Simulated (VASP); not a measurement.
Runs of VASP 6.6.1 on Pt. The structure is that of space group I4/mmm (No. 139), or close to it. The cells are those of the table. 

```tsv
cell	gap on the mesh (eV)	pressure (GPa)
a = 2.747 Å, angles 117.3, 117.3, 94.8°, 1 atom	none	-2.7
a = 2.707 Å, angles 107.3, 107.3, 113.9°, 1 atom	none	(a)
a = 2.708 Å, angles 112.1, 112.1, 104.2°, 1 atom	none	-0.7
a = 2.804 Å, angles 100.0, 100.0, 130.6°, 1 atom	none	28.0
```

Alike in all rows: task single point; level PBEsol; potentials or basis VASP PAW PBE potentials, release 64 (Pt); no spin polarisation; k mesh 30 × 30 × 30; cutoff (eV) 520; smearing gaussian 0.15 eV.

Fill in the values left out.

(a) -0.6.

Caveats: the PAW data sets were made with another functional, which shifts forces and pressure a little; spin-orbit coupling is left out, which moves the levels of the heavy elements; the stress differs along the axes, from -5 to 1 GPa (at least some runs); the stress differs along the axes, from -7 to 2 GPa (at least some runs); the stress differs along the axes, from -3 to 4 GPa (at least some runs); the stress differs along the axes, from -10 to 104 GPa (at least some runs).

A k mesh can miss the band edges, and the runs leave out spin-orbit coupling on Pt.

A gap of «none» marks levels without a gap at the run's occupations.
